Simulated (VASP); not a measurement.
InP, 2 atoms in the cell. It takes space group F-43m (No. 216, cubic). Conventional cell: a = 5.861 Å, b = 5.861 Å, c = 5.861 Å, α = 90.00°, β = 90.00°, γ = 90.00°. In (site symmetry -43m) has 4 P at 2.54 Å within 3.3 Å. P (site symmetry -43m) has 4 In at 2.54 Å within 3.3 Å. 

| Property | Result |
| --- | --- |
| Program | VASP 6.6.1 |
| Task | relaxation of cell and atoms |
| Functional | LDA |
| Potentials or basis | VASP PAW LDA potentials, release 64 (In_d, P) |
| Cutoff | 500 eV |
| k mesh | 6 × 6 × 6 |
| Occupations | gaussian, width 0.01 eV |
| Spin | no spin polarisation |
| Target pressure | -2 GPa |
| Dipole correction | no |
| Further INCAR settings | ALGO = Normal; EDIFF = 1e-07; IBRION = 2; EDIFFG = -0.02; NSW = 80; ISIF = 3 |

Potentials or basis: VASP PAW LDA potentials, release 64 (In_d, P).

Run with:

```sh
$ cat potpaw_LDA.64/In_d/POTCAR potpaw_LDA.64/P/POTCAR > POTCAR
$ mpirun -np 1 vasp_std > vasp.out
```

Hardware: 1 thread of Intel(R) Xeon(R) Platinum 8488C (Sapphire Rapids), on a shared host.

How long does it take, and how much memory?

Run time: 13 s on 1 thread of Intel(R) Xeon(R) Platinum 8488C (Sapphire Rapids), on a shared host, peak memory 0.15 GiB. Counts: scf iterations 29, k points 16, ion steps 3.
